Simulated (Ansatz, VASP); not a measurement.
Two plane-wave programs on BeZn3Te

Contents of INCAR:

```
SYSTEM = BeZn3Te
PREC = Accurate
ENCUT = 600
EDIFF = 1E-6
ISMEAR = 0
SIGMA = 0.2
LREAL = .False.
LASPH = .True.
NELM = 80
ALGO = Fast
ISIF = 3
LWAVE = .False.
LCHARG = .False.
GGA = PE
IBRION = 2
NSW = 36
EDIFFG = -0.08
```

File KPOINTS:

```
Automatic mesh
0
Gamma
  4 4 2
  0 0 0
```

Contents of POSCAR:

```
BeZn3Te
1.0
    3.9700000000      0.0000000000      0.0000000000
    0.0000000000      3.9700000000      0.0000000000
    0.0000000000      0.0000000000     10.3400000000
Be Zn Te
2 6 2
Direct
    0.5000000000      0.5000000000      0.0000000000
    0.0000000000      0.0000000000      0.0000000000
    0.0000000000      0.0000000000      0.6820000000
    0.0000000000      0.0000000000      0.3180000000
    0.5000000000      0.5000000000      0.6820000000
    0.5000000000      0.5000000000      0.3180000000
    0.5000000000      0.0000000000      0.5000000000
    0.0000000000      0.5000000000      0.5000000000
    0.5000000000      0.0000000000      0.8610000000
    0.0000000000      0.5000000000      0.1390000000
```

Input for Ansatz:

```yaml
crystal:
  lattice:
    - [3.97, 0.0, 0.0]
    - [0.0, 3.97, 0.0]
    - [0.0, 0.0, 10.34]
  atoms:
    - { symbol: Be, position: [0.5, 0.5, 0.0] }
    - { symbol: Be, position: [0.0, 0.0, 0.0] }
    - { symbol: Zn, position: [0.0, 0.0, 0.682] }
    - { symbol: Zn, position: [0.0, 0.0, 0.318] }
    - { symbol: Zn, position: [0.5, 0.5, 0.682] }
    - { symbol: Zn, position: [0.5, 0.5, 0.318] }
    - { symbol: Zn, position: [0.5, 0.0, 0.5] }
    - { symbol: Zn, position: [0.0, 0.5, 0.5] }
    - { symbol: Te, position: [0.5, 0.0, 0.861] }
    - { symbol: Te, position: [0.0, 0.5, 0.139] }
basis:
  ecutwfc: 420
kpoints:
  mp_grid: { grid: [4, 4, 2] }
hamiltonian:
  xc: pbe
scf:
  occupations: { method: gaussian, width: 0.2 }
  lower_state_search: "off"
output:
  forces: true
  stress: true
  eigenvalues: true
relax:
  adjacent_minimum: "off"
  f_tol: 0.08
  max_steps: 16
  cell: { stress_tol: 0.8 }
```

Alike in both runs: task relaxation of cell and atoms; functional PBE; k mesh 4 × 4 × 2; occupations gaussian, width 0.2 eV; no spin polarisation.

|  | VASP | Ansatz |
| --- | --- | --- |
| version | VASP 6.6.1 | Ansatz 0.2.0 |
| potentials or method | VASP PAW PBE potentials, release 64 (Be, Zn, Te), cutoff 600 eV | scalar-relativistic, plane waves, PAW |
| valence electrons in the cell | 88 | 108 |

```tsv
	VASP	Ansatz	Ansatz less VASP
gap on the k mesh at the Fermi level, each at its own relaxed structure (eV)	none	none	-
relaxed volume (Å³/atom)	21.37	21.33	-0.034
relaxed length of the cell vector where the two differ most in proportion (Å)	14.630	13.912	-0.7175
```

A gap of «none» marks a metal or a gap that the smearing closes. VASP's potentials hold 88 valence electrons a cell and Ansatz's 108, so a difference there can come from the potentials and not from the codes.

The k mesh is coarse, so the values compare programs but aren't converged. Neither program's run includes spin-orbit coupling. Noted on VASP's run: the volume moved by over 15 % at a fixed basis, so the end points are rough.
